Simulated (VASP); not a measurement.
# C (Fd-3m) in VASP: notebook, part 2 of 3

VASP 6.6.1. Earlier steps stand in the parts before.

### 3 Single point, r2SCAN

POSCAR reads:

```
C
1.0
    0.0000000000      1.7801241434      1.7801241434
    1.7801241434      0.0000000000      1.7801241434
    1.7801241434      1.7801241434      0.0000000000
C
2
Direct
    0.0000000000      0.0000000000      0.0000000000
    0.2500000000      0.2500000000      0.2500000000
```

INCAR.step1 reads:

```
ALGO = Normal ; EDIFF = 1E-4
ENCUT = 520 ; GGA = PE
ISMEAR = -1 ; LASPH = True
LCHARG = False ; LREAL = False
LWAVE = True ; NBANDS = 11
NELM = 60 ; PREC = Accurate
SIGMA = 0.02
```

INCAR.step2 reads:

```
ALGO = Normal ; EDIFF = 1E-7
ENCUT = 520 ; ISIF = 2
ISMEAR = -1 ; ISTART = 1
LASPH = True ; LCHARG = False
LMIXTAU = True ; LREAL = False
LWAVE = False ; METAGGA = R2SCAN
NBANDS = 11 ; NELM = 60
PREC = Accurate ; SIGMA = 0.02
```

KPOINTS reads:

```
k-points
0
Gamma
  12 12 12
```

Potentials or basis: VASP PAW PBE potentials, release 64 (C).

Run with:

```bash
$ cat potpaw_PBE.64/C/POTCAR > POTCAR
$ cp INCAR.step1 INCAR
$ mpirun -np 1 vasp_std > vasp.out
$ cp INCAR.step2 INCAR
$ mpirun -np 1 vasp_std > vasp.out
```

OUTCAR:

```text
EDIFF = 1E-7
   ENCUT = 520
   ISIF = 2
   ISMEAR = -1
   ISTART = 1
   LASPH = True
   LREAL = False
   METAGGA = R2SCAN
   NELM = 60
   PREC = Accurate

 ion  position               nearest neighbor table
   1  0.000  0.000  0.000-   2 1.54   2 1.54   2 1.54   2 1.54
   2  0.250  0.250  0.250-   1 1.54   1 1.54   1 1.54   1 1.54

  LATTYP: Found a face centered cubic cell.
 ALAT       =     3.5602482868

  Lattice vectors:

 A1 = (   0.0000000000,   1.7801241434,   1.7801241434)
 A2 = (   1.7801241434,   0.0000000000,   1.7801241434)
 A3 = (   1.7801241434,   1.7801241434,   0.0000000000)

Analysis of symmetry for initial positions (statically):
=====================================================================
 Subroutine PRICEL returns:
 Original cell was already a primitive cell.

 Routine SETGRP: Setting up the symmetry group for a
 face centered cubic supercell.

 Subroutine GETGRP returns: Found 48 space group operations
 (whereof 24 operations were pure point group operations)
 out of a pool of 48 trial point group operations.

The static configuration has the point symmetry T_d .
 The point group associated with its full space group is O_h .

Analysis of symmetry for dynamics (positions and initial velocities):
=====================================================================
 Subroutine PRICEL returns:
 Original cell was already a primitive cell.

 Routine SETGRP: Setting up the symmetry group for a
 face centered cubic supercell.

 Subroutine GETGRP returns: Found 48 space group operations
 (whereof 24 operations were pure point group operations)
 out of a pool of 48 trial point group operations.

The dynamic configuration has the point symmetry T_d .
 The point group associated with its full space group is O_h .

 Subroutine INISYM returns: Found 48 space group operations
 (whereof 24 operations are pure point group operations),
 and found     1 'primitive' translations

----------------------------------------------------------------------------------------

                                     Primitive cell

  volume of cell :      11.2819

  direct lattice vectors                    reciprocal lattice vectors
     0.000000000  1.780124143  1.780124143    -0.280879287  0.280879287  0.280879287
     1.780124143  0.000000000  1.780124143     0.280879287 -0.280879287  0.280879287
     1.780124143  1.780124143  0.000000000     0.280879287  0.280879287 -0.280879287

  length of vectors
     2.517475706  2.517475706  2.517475706     0.486497196  0.486497196  0.486497196

  position of ions in fractional coordinates (direct lattice)
     0.000000000  0.000000000  0.000000000
     0.250000000  0.250000000  0.250000000

  ion indices of the primitive-cell ions
   primitive index   ion index
                 1           1
                 2           2

----------------------------------------------------------------------------------------

 KPOINTS: k-points

Automatic generation of k-mesh.
 Grid dimensions read from file:
 generate k-points for:   12   12   12

 Generating k-lattice:

  Cartesian coordinates                     Fractional coordinates (reciprocal lattice)
    -0.023406607  0.023406607  0.023406607     0.083333333  0.000000000  0.000000000
     0.023406607 -0.023406607  0.023406607     0.000000000  0.083333333  0.000000000
     0.023406607  0.023406607 -0.023406607     0.000000000  0.000000000  0.083333333

  Length of vectors
     0.040541433  0.040541433  0.040541433

  Shift w.r.t. Gamma in fractional coordinates (k-lattice)
     0.000000000  0.000000000  0.000000000

 Subroutine IBZKPT returns following result:
 ===========================================

 Found     72 irreducible k-points:

 Following reciprocal coordinates:
            Coordinates               Weight
  0.000000  0.000000  0.000000      1.000000
  0.083333  0.000000  0.000000      8.000000
  0.166667  0.000000  0.000000      8.000000
  0.250000  0.000000  0.000000      8.000000
  0.333333  0.000000  0.000000      8.000000
  0.416667  0.000000  0.000000      8.000000
[... 16 lines left out ...]
  0.500000  0.166667  0.000000     24.000000
 -0.416667  0.166667  0.000000     24.000000
 [... further k-points ...]
   k-points           NKPTS =     72   k-points in BZ     NKDIM =     72   number of bands    NBANDS=     11
   number of dos      NEDOS =    301   number of ions     NIONS =      2
   total plane-waves  NPLWV =   8000
   dimension x,y,z NGX =    20 NGY =   20 NGZ =   20
   dimension x,y,z NGXF=    40 NGYF=   40 NGZF=   40
   ions per type =               2
   NGX,Y,Z   is equivalent  to a cutoff of  13.21, 13.21, 13.21 a.u.
   NGXF,Y,Z  is equivalent  to a cutoff of  26.41, 26.41, 26.41 a.u.
 SYSTEM =  unknown system
   PREC   = accura    normal or accurate (medium, high low for compatibility)
   ISTART =      1    job   : 0-new  1-cont  2-samecut
   ICHARG =      0    charge: 1-file 2-atom 10-const
   ISPIN  =      1    spin polarized calculation?
   LNONCOLLINEAR =      F non collinear calculations
   LSORBIT =      F    spin-orbit coupling
   LASPH  =      T    aspherical Exc in radial PAW
   ENCUT  =  520.0 eV  38.22 Ry    6.18 a.u.   4.68  4.68  4.68*2*pi/ulx,y,z
   NELM   =     60;   NELMIN=  2; NELMDL=  0     # of ELM steps
   EDIFF  = 0.1E-06   stopping-criterion for ELM
   LREAL  =      F    real-space projection
   EDIFFG = 0.1E-05   stopping-criterion for IOM
   NSW    =      0    number of steps for IOM
   IBRION =     -1    ionic relax: 0-MD 1-quasi-New 2-CG
   NFREE  =      0    steps in history (QN), initial steepest desc. (CG)
   ISIF   =      2    stress and relaxation
   ISYM   =      2    0-nonsym 1-usesym 2-fastsym
   POTIM  = 0.5000    time-step for ionic-motion
   TEBEG  =    0.0;   TEEND  =   0.0 temperature during run
   PSTRESS=    0.0 pullay stress
   NELECT =       8.0000    total number of electrons
   NUPDOWN=      -1.0000    fix difference up-down
   EMIN   =  10.00;   EMAX   =-10.00  energy-range for DOS
   EFERMI =   0.00;   METHOD = LEGACY
   ISMEAR =    -1;   SIGMA  =   0.02  broadening in eV -4-tet -1-fermi 0-gaus
   EFERMI_NEDOS =   21; number of points for ismear=-14 and -15
   IALGO  =     38    algorithm
   IMIX   =      4    mixing-type and parameters
     AMIX     =   0.40;   BMIX     =  1.00
     AMIX_MAG =   1.60;   BMIX_MAG =  1.00
  volume/ion in A,a.u.               =       5.64        38.07
  Fermi-wavevector in a.u.,A,eV,Ry     =   1.459860  2.758735 28.996616  2.131191
  Thomas-Fermi vector in A             =   2.576377
   LORBIT       =      0    0 simple, 1 ext, 2 COOP (PROOUT), +10 PAW based schemes
   METAGGA = R2SCAN    functional components
   LHFCALC =     F    Hartree Fock is set to
   AEXX    =    0.0000 exact exchange contribution
   IVDW    =     0    specifies the selected vdW correction
   LEPSILON=     F    determine dielectric tensor
   LRPA    =     F    only Hartree local field effects (RPA)
 non-spin polarized calculation
  energy-cutoff  :      520.00
  volume of cell :       11.28
 maximum number of plane-waves:       313
   NGX =  9   NGY =  9   NGZ =  9

 number of electron       7.9999999 magnetization

 Free energy of the ion-electron system (eV)
  ---------------------------------------------------
  ext. energy  EPLUGINS =         0.00000000
  ---------------------------------------------------
  free energy    TOTEN  =       -19.65721346 eV

  energy without entropy =      -19.65721346  energy(sigma->0) =      -19.65721346

 E-fermi :  10.1692     XC(G=0): -14.2880

 val. band max:        9.7924692509   @ k =   0.0000   0.0000   0.0000
 cond. band min:      14.1477563753   @ k =   0.3333   0.3333   0.0000
 fundamental gap:      4.3552871245
 Fermi energy:        10.1692375080

 k-point     1 :       0.0000    0.0000    0.0000
  band No.  band energies     occupation
      1     -12.9788      2.00000
      2       9.7925      2.00000
      3       9.7925      2.00000
      4       9.7925      2.00000
      5      15.6430      0.00000
      6      15.6430      0.00000
      7      15.6430      0.00000
      8      23.7418      0.00000
      9      30.2615      0.00000
     10      37.2413      0.00000
     11      37.2413      0.00000
[... 309 lines left out ...]
 k-point    24 :      -0.4167    0.1667    0.0000
  band No.  band energies     occupation
      1      -6.5515      2.00000
      2      -3.4550      2.00000
      3       3.9518      2.00000
      4       5.9658      2.00000
      5      17.7199      0.00000
      6      20.5926      0.00000
      7      21.5807      0.00000
      8      26.2477      0.00000
      9      30.4183      0.00000
     10      35.1260      0.00000
     11      35.9019      0.00000

 [... further k-points ...]
[... 5 lines left out ...]
  --------------------------------------------------------------------------------------
  -------------------------------------------------------------------------------------
  Total        0.0795391      0.0795391      0.0795391      0.0000000      0.0000000     -0.0000000
  in kB       11.2956329     11.2956329     11.2956329      0.0000000      0.0000000     -0.0000000
  external PRESSURE =      11.2956329 kB  Pullay stress =       0.0000000 kB

 VOLUME and BASIS-vectors are now :
 -----------------------------------------------------------------------------
  energy-cutoff  :      520.00
  volume of cell :       11.28
      direct lattice vectors                 reciprocal lattice vectors
     0.000000000  1.780124143  1.780124143    -0.280879287  0.280879287  0.280879287
     1.780124143  0.000000000  1.780124143     0.280879287 -0.280879287  0.280879287
     1.780124143  1.780124143  0.000000000     0.280879287  0.280879287 -0.280879287

 POSITION                                       TOTAL-FORCE (eV/Angst)
 -----------------------------------------------------------------------------------
      0.00000      0.00000      0.00000        -0.000000     -0.000000      0.000000
      0.89006      0.89006      0.89006         0.000000      0.000000     -0.000000
 -----------------------------------------------------------------------------------
    total drift:                                0.000000      0.000000      0.000000

  FREE ENERGIE OF THE ION-ELECTRON SYSTEM (eV)
  ---------------------------------------------------
  free  energy   TOTEN  =       -19.6572134579 eV

  energy  without entropy=      -19.6572134579  energy(sigma->0) =      -19.65721346
```

OSZICAR.step1:

```text
N       E                     dE             d eps       ncg     rms          rms(c)
DAV:   1     0.610641416429E+00    0.61064E+00   -0.48464E+03  1643   0.724E+02
DAV:   2    -0.184716850229E+02   -0.19082E+02   -0.18628E+02  2066   0.123E+02
DAV:   3    -0.188326602702E+02   -0.36098E+00   -0.36018E+00  1827   0.130E+01
DAV:   4    -0.188332602472E+02   -0.59998E-03   -0.59996E-03  1721   0.670E-01
DAV:   5    -0.188332609444E+02   -0.69713E-06   -0.69714E-06  1780   0.213E-02    0.560E+00
DAV:   6    -0.183458707124E+02    0.48739E+00   -0.25420E-01  1617   0.356E+00    0.335E+00
DAV:   7    -0.181818565586E+02    0.16401E+00   -0.31095E-01  1689   0.398E+00    0.767E-01
DAV:   8    -0.181836876816E+02   -0.18311E-02   -0.87066E-03  1656   0.698E-01    0.438E-02
DAV:   9    -0.181837283106E+02   -0.40629E-04   -0.61515E-05  1755   0.634E-02
   1 F= -.18183728E+02 E0= -.18183728E+02  d E =-.736684E-13
```

Wall time 73 s (1 thread of Intel Xeon 8259CL, shared host); peak memory 0.12 GiB.

Results:

* Free energy: -19.6572 eV
* Pressure: 1.1 GPa
* Band gap on the k mesh: 4.36 eV (least direct gap 5.85 eV)

Levels at points of the mesh, in eV from the valence-band top:
| k point | band 1 | band 2 | band 3 | band 4 | band 5 | band 6 | band 7 | band 8 |
| --- | --- | --- | --- | --- | --- | --- | --- | --- |
| (0.00, 0.00, 0.00) | -22.77 | 0.00 | 0.00 | 0.00 | 5.85 | 5.85 | 5.85 | 13.95 |
| (0.50, 0.00, 0.00) | -16.79 | -14.11 | -2.99 | -2.99 | 8.90 | 8.90 | 9.20 | 16.75 |
| (0.50, 0.50, 0.00) | -13.63 | -13.63 | -6.69 | -6.69 | 5.01 | 5.01 | 17.96 | 17.96 |

Caveat: the PAW data sets were made with another functional, which shifts forces and pressure a little.

### 4 Single point, r2SCAN

POSCAR is that of step 3.

INCAR.step1 reads:

```
  ALGO = Normal
  EDIFF = 1E-4
  ENCUT = 520
  GGA = PE
  ISMEAR = 0
  LASPH = True
  LCHARG = False
  LREAL = False
  LWAVE = True
  NBANDS = 11
  NELM = 60
  PREC = Accurate
  SIGMA = 0.01
```

INCAR.step2 reads:

```
  ALGO = Normal
  EDIFF = 1E-7
  ENCUT = 520
  ISIF = 2
  ISMEAR = 0
  ISTART = 1
  LASPH = True
  LCHARG = False
  LMIXTAU = True
  LREAL = False
  LWAVE = False
  METAGGA = R2SCAN
  NBANDS = 11
  NELM = 60
  PREC = Accurate
  SIGMA = 0.01
```

KPOINTS is that of step 3.

Potentials or basis: VASP PAW PBE potentials, release 64 (C).

Run with:

```bash
$ cat potpaw_PBE.64/C/POTCAR > POTCAR
$ cp INCAR.step1 INCAR
$ mpirun -np 1 vasp_std > vasp.out
$ cp INCAR.step2 INCAR
$ mpirun -np 1 vasp_std > vasp.out
```

OUTCAR:

```text
EDIFF = 1E-7
   ENCUT = 520
   ISIF = 2
   ISMEAR = 0
   ISTART = 1
   LASPH = True
   LREAL = False
   METAGGA = R2SCAN
   NELM = 60
   PREC = Accurate

 ion  position               nearest neighbor table
   1  0.000  0.000  0.000-   2 1.54   2 1.54   2 1.54   2 1.54
   2  0.250  0.250  0.250-   1 1.54   1 1.54   1 1.54   1 1.54

  LATTYP: Found a face centered cubic cell.
 ALAT       =     3.5602482868

  Lattice vectors:

 A1 = (   0.0000000000,   1.7801241434,   1.7801241434)
 A2 = (   1.7801241434,   0.0000000000,   1.7801241434)
 A3 = (   1.7801241434,   1.7801241434,   0.0000000000)

Analysis of symmetry for initial positions (statically):
=====================================================================
 Subroutine PRICEL returns:
 Original cell was already a primitive cell.

 Routine SETGRP: Setting up the symmetry group for a
 face centered cubic supercell.

 Subroutine GETGRP returns: Found 48 space group operations
 (whereof 24 operations were pure point group operations)
 out of a pool of 48 trial point group operations.

The static configuration has the point symmetry T_d .
 The point group associated with its full space group is O_h .

Analysis of symmetry for dynamics (positions and initial velocities):
=====================================================================
 Subroutine PRICEL returns:
 Original cell was already a primitive cell.

 Routine SETGRP: Setting up the symmetry group for a
 face centered cubic supercell.

 Subroutine GETGRP returns: Found 48 space group operations
 (whereof 24 operations were pure point group operations)
 out of a pool of 48 trial point group operations.

The dynamic configuration has the point symmetry T_d .
 The point group associated with its full space group is O_h .

 Subroutine INISYM returns: Found 48 space group operations
 (whereof 24 operations are pure point group operations),
 and found     1 'primitive' translations

[... 115 lines left out ...]
  volume/ion in A,a.u.               =       5.64        38.07
  Fermi-wavevector in a.u.,A,eV,Ry     =   1.459860  2.758735 28.996616  2.131191
  Thomas-Fermi vector in A             =   2.576377
   LORBIT       =      0    0 simple, 1 ext, 2 COOP (PROOUT), +10 PAW based schemes
   METAGGA = R2SCAN    functional components
   LHFCALC =     F    Hartree Fock is set to
   AEXX    =    0.0000 exact exchange contribution
   IVDW    =     0    specifies the selected vdW correction
   LEPSILON=     F    determine dielectric tensor
   LRPA    =     F    only Hartree local field effects (RPA)
 non-spin polarized calculation
 Gauss-broadening in eV      SIGMA  =   0.01
  energy-cutoff  :      520.00
  volume of cell :       11.28
 maximum number of plane-waves:       313
   NGX =  9   NGY =  9   NGZ =  9

 number of electron       7.9999999 magnetization

 Free energy of the ion-electron system (eV)
  ---------------------------------------------------
  ext. energy  EPLUGINS =         0.00000000
  ---------------------------------------------------
  free energy    TOTEN  =       -19.65721346 eV

  energy without entropy =      -19.65721346  energy(sigma->0) =      -19.65721346

 E-fermi :   9.9642     XC(G=0): -14.2880

 val. band max:        9.7924692509   @ k =   0.0000   0.0000   0.0000
 cond. band min:      14.1477563753   @ k =   0.3333   0.3333   0.0000
 fundamental gap:      4.3552871244
 Fermi energy:         9.9642492475

 k-point     1 :       0.0000    0.0000    0.0000
  band No.  band energies     occupation
      1     -12.9788      2.00000
      2       9.7925      2.00000
      3       9.7925      2.00000
      4       9.7925      2.00000
      5      15.6430      0.00000
      6      15.6430      0.00000
      7      15.6430      0.00000
      8      23.7418      0.00000
      9      30.2615      0.00000
     10      37.2413      0.00000
     11      37.2413      0.00000
[... 309 lines left out ...]
 k-point    24 :      -0.4167    0.1667    0.0000
  band No.  band energies     occupation
      1      -6.5515      2.00000
      2      -3.4550      2.00000
      3       3.9518      2.00000
      4       5.9658      2.00000
      5      17.7199      0.00000
      6      20.5926      0.00000
      7      21.5807      0.00000
      8      26.2477      0.00000
      9      30.4183      0.00000
     10      35.1260      0.00000
     11      35.9019      0.00000

 [... further k-points ...]
[... 5 lines left out ...]
  --------------------------------------------------------------------------------------
  -------------------------------------------------------------------------------------
  Total        0.0795391      0.0795391      0.0795391      0.0000000      0.0000000     -0.0000000
  in kB       11.2956331     11.2956331     11.2956331      0.0000000      0.0000000     -0.0000000
  external PRESSURE =      11.2956331 kB  Pullay stress =       0.0000000 kB

 VOLUME and BASIS-vectors are now :
 -----------------------------------------------------------------------------
  energy-cutoff  :      520.00
  volume of cell :       11.28
      direct lattice vectors                 reciprocal lattice vectors
     0.000000000  1.780124143  1.780124143    -0.280879287  0.280879287  0.280879287
     1.780124143  0.000000000  1.780124143     0.280879287 -0.280879287  0.280879287
     1.780124143  1.780124143  0.000000000     0.280879287  0.280879287 -0.280879287

 POSITION                                       TOTAL-FORCE (eV/Angst)
 -----------------------------------------------------------------------------------
      0.00000      0.00000      0.00000        -0.000000     -0.000000      0.000000
      0.89006      0.89006      0.89006         0.000000      0.000000     -0.000000
 -----------------------------------------------------------------------------------
    total drift:                                0.000000      0.000000      0.000000

  FREE ENERGIE OF THE ION-ELECTRON SYSTEM (eV)
  ---------------------------------------------------
  free  energy   TOTEN  =       -19.6572134576 eV

  energy  without entropy=      -19.6572134576  energy(sigma->0) =      -19.65721346
```

It took 75 s on 1 thread of Intel Xeon 8259CL, shared host; peak memory 0.12 GiB.

Results:

```yaml
Free_energy: -19.6572 eV
Pressure: 1.1 GPa
Band_gap_on_the_k_mesh: 4.36 eV (least direct gap 5.85 eV)
```

Caveat: the PAW data sets were made with another functional, which shifts forces and pressure a little. A k mesh can miss the band edges.

(Continued in part 3 of 3.)
